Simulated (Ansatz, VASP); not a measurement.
# One calculation of Al2Cu, two programs

```
Al Cu
1.0
    -2.96926    2.96926    2.38835
     2.96926   -2.96926    2.38835
     2.96926    2.96926   -2.38835
Al Cu
4 2
Direct
  0.65938 0.15938 0.81875
  0.15938 0.34062 0.50000
  0.34062 0.84062 0.18125
  0.84062 0.65938 0.50000
  0.25000 0.25000 0.00000
  0.75000 0.75000 0.00000
```

Alike in both runs: functional LDA; k mesh 14 × 14 × 14; occupations gaussian, width 0.1 eV; no spin polarisation.

Ansatz relaxed the structure, and its values are those at the end. VASP's run is a single point on that final structure, the one shown.

|  | VASP | Ansatz |
| --- | --- | --- |
| version | VASP 6.6.1 | Ansatz 0.2.0 |
| potentials or method | VASP PAW LDA potentials, release 64 (Al, Cu) | scalar-relativistic, plane waves, PAW |
| plane-wave cutoff (eV) | 520 | 420 |
| valence electrons in the cell | 34 | 50 |

VASP gave:

```
gap on the k mesh at the Fermi level (eV) : none
pressure (GPa)                            : 0.3
```

Question: Estimate Ansatz's values.

Answer: gap on the k mesh at the Fermi level (eV): none; pressure (GPa): 0.0.

LDA's correlation is that of Perdew and Zunger in VASP and of Perdew and Wang (1992) in Ansatz. A gap of «none» marks a metal or a gap that the smearing closes. VASP's potentials hold 34 valence electrons a cell and Ansatz's 50, so a difference there can come from the potentials and not from the codes.
